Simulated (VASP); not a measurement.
A run of VASP 6.6.1 is set up as follows.

The input INCAR:

```
SYSTEM = Ni3Ge
ALGO = Fast
EDIFF = 1E-6
ENCUT = 520
GGA = PS
ISIF = 2
ISMEAR = 0
LASPH = .TRUE.
LCHARG = .FALSE.
LREAL = .FALSE.
LWAVE = .FALSE.
NBANDS = 30
NELM = 100
PREC = Accurate
SIGMA = 0.1
```

Contents of KPOINTS:

```
k-points
0
G
  2 2 2
  0 0 0
```

Contents of POSCAR:

```
Ni3Ge
1.0
    3.5303341067      0.0000000000      0.0000000000
    0.0000000000      3.5303341067      0.0000000000
    0.0000000000      0.0000000000      3.5303341067
Ni Ge
3 1
Direct
    0.5000000000      0.0000000000      0.5000000000
    0.0000000000      0.5000000000      0.5000000000
    0.5000000000      0.5000000000      0.0000000000
    0.0000000000      0.0000000000      0.0000000000
```

Potentials or basis: VASP PAW PBE potentials, release 64 (Ni, Ge_d).

Command:

```bash
$ cat potpaw_PBE.64/Ni/POTCAR potpaw_PBE.64/Ge_d/POTCAR > POTCAR
$ mpirun -np 1 vasp_std > vasp.out
```

What does it give for the pressure?

-4.5 GPa.

What does it give for the band gap on the k mesh?

Zero (band 22 reaches 9.81 eV, above the bottom of band 23 at 9.63 eV).

Caveat: the k points lie up to 0.89 Å⁻¹ apart; the PAW data sets were made with another functional, which shifts forces and pressure a little. Spin polarisation is off, so any magnetic state and its effect on volume and gap are missing.
